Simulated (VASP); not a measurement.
Wanted: the native input for a VASP 6.6.1 run.

| Item | Value |
| --- | --- |
| Task | single point |
| Functional | r2SCAN |
| Potentials or basis | VASP PAW PBE potentials, release 64 (Cd, F) |
| Cutoff | 520 eV |
| k mesh | 9 × 9 × 9 |
| Occupations | fermi-dirac, width 0.05 eV |
| Spin | no spin polarisation |
| Dipole correction | no |
| Further INCAR settings | ALGO = Normal; EDIFF = 1e-07; NBANDS = 20 |

The system is CdF2.

```xyz
3
Lattice="0.0000 2.6940 2.6940 2.6940 0.0000 2.6940 2.6940 2.6940 0.0000" Properties=species:S:1:pos:R:3 pbc="T T T"
Cd    0.0000    0.0000    0.0000
F     4.0410    4.0410    4.0410
F     1.3470    1.3470    1.3470
```

One way to write it, as run:

POSCAR

```
CdF2
1.0
    0.0000000000      2.6940000000      2.6940000000
    2.6940000000      0.0000000000      2.6940000000
    2.6940000000      2.6940000000      0.0000000000
Cd F
1 2
Direct
    0.0000000000      0.0000000000      0.0000000000
    0.7500000000      0.7500000000      0.7500000000
    0.2500000000      0.2500000000      0.2500000000
```

INCAR.step1

```
PREC = Accurate
ENCUT = 520
ISMEAR = -1
SIGMA = 0.05
LREAL = F
LASPH = T
NELM = 60
NBANDS = 20
GGA = PE
ALGO = Normal
EDIFF = 1E-4
LWAVE = T
LCHARG = F
```

INCAR.step2

```
PREC = Accurate
ENCUT = 520
EDIFF = 1E-7
ISMEAR = -1
SIGMA = 0.05
LREAL = F
LASPH = T
NELM = 60
ALGO = Normal
ISIF = 2
LWAVE = F
LCHARG = F
METAGGA = R2SCAN
LMIXTAU = T
NBANDS = 20
ISTART = 1
```

KPOINTS

```
regular mesh
0
Gamma
  9 9 9
```

Potentials or basis: VASP PAW PBE potentials, release 64 (Cd, F).

Run with:

```console
$ cat potpaw_PBE.64/Cd/POTCAR potpaw_PBE.64/F/POTCAR > POTCAR
$ cp INCAR.step1 INCAR
$ mpirun -np 1 vasp_std > vasp.out
$ cp INCAR.step2 INCAR
$ mpirun -np 1 vasp_std > vasp.out
```

It gave:

```yaml
Pressure: 1.0 GPa
Band_gap_on_the_k_mesh: 3.78 eV, indirect (least direct gap 4.25 eV)
```

Caveat: the PAW data sets were made with another functional, which shifts forces and pressure a little.

Run time: 56 s on 1 thread of Intel(R) Xeon(R) 6975P-C (Granite Rapids), with other jobs on the host, peak memory 0.17 GiB.
